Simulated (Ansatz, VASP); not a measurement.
**Hg: VASP beside Ansatz**

```
CELL_PARAMETERS angstrom
3.27256 0.00000 0.00000
-1.63628 2.83412 0.00000
0.00000 0.00000 10.93521
ATOMIC_POSITIONS crystal
Hg 0.00000 0.00000 0.00000
Hg 0.00000 0.00000 0.50000
Hg 0.33333 0.66667 0.25000
Hg 0.66667 0.33333 0.75000
```

Alike in both runs: task single point; functional PBEsol; k mesh 13 × 13 × 4; occupations fermi-dirac, width 0.1 eV; no spin polarisation.

|  | VASP | Ansatz |
| --- | --- | --- |
| version | VASP 6.6.1 | Ansatz 0.2.0 |
| potentials or method | VASP PAW PBE potentials, release 64 (Hg), cutoff 520 eV | plane waves (420 eV) with PAW, scalar-relativistic |
| valence electrons in the cell | 48 | 80 |

Ansatz gave:

* pressure (GPa): -1.7
* traceless stress, the component that is largest in VASP (GPa): -0.41

Problem. What did VASP give for the same quantities?

Solution. Pressure (GPa): -1.5; traceless stress, the component that is largest in VASP (GPa): -0.43.

VASP's potentials were made for PBE, not for PBEsol, and Ansatz warns of the same on its side. With one functional, cell and mesh, what is left measures potentials, basis and numerics. VASP's potentials hold 48 valence electrons a cell and Ansatz's 80, so a difference there can come from the potentials and not from the codes.

Neither program's run includes spin-orbit coupling.
